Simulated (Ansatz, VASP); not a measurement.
# Two plane-wave programs on Ga2SnSe4

```
Ga Sn Se
1.0
    -2.86279    2.86279    5.30415
     2.86279   -2.86279    5.30415
     2.86279    2.86279   -5.30415
Ga Sn Se
2 1 4
Direct
  0.25000 0.75000 0.50000
  0.00000 0.00000 0.00000
  0.75000 0.25000 0.50000
  0.48313 0.98313 0.50000
  0.01687 0.51687 0.50000
  0.76595 0.76595 0.00000
  0.23405 0.23405 0.00000
```

Alike in both runs: functional PBE; k mesh 3 × 3 × 3; occupations gaussian, width 0.15 eV; no spin polarisation.

Ansatz relaxed the structure, and its values are those at the end. VASP's run is a single point on that final structure, the one shown.

|  | VASP | Ansatz |
| --- | --- | --- |
| version | VASP 6.6.1 | Ansatz 0.2.0 |
| potentials or method | VASP PAW PBE potentials, release 64 (Ga_d, Sn_d, Se), cutoff 500 eV | scalar-relativistic, plane waves, PAW |
| valence electrons in the cell | 64 | 104 |

Ansatz gave:

* gap on the k mesh at the Fermi level (eV): none
* pressure (GPa): 0.0
* rms of the force components (eV/Å): 0.002

Q: What did VASP give for the same quantities?

A: gap on the k mesh at the Fermi level (eV): none; pressure (GPa): 0.1; rms of the force components (eV/Å): 0.006.

A gap of «none» marks a metal or a gap that the smearing closes. VASP's potentials hold 64 valence electrons a cell and Ansatz's 104, so a difference there can come from the potentials and not from the codes.

The k mesh is coarse, so the values compare programs but aren't converged.
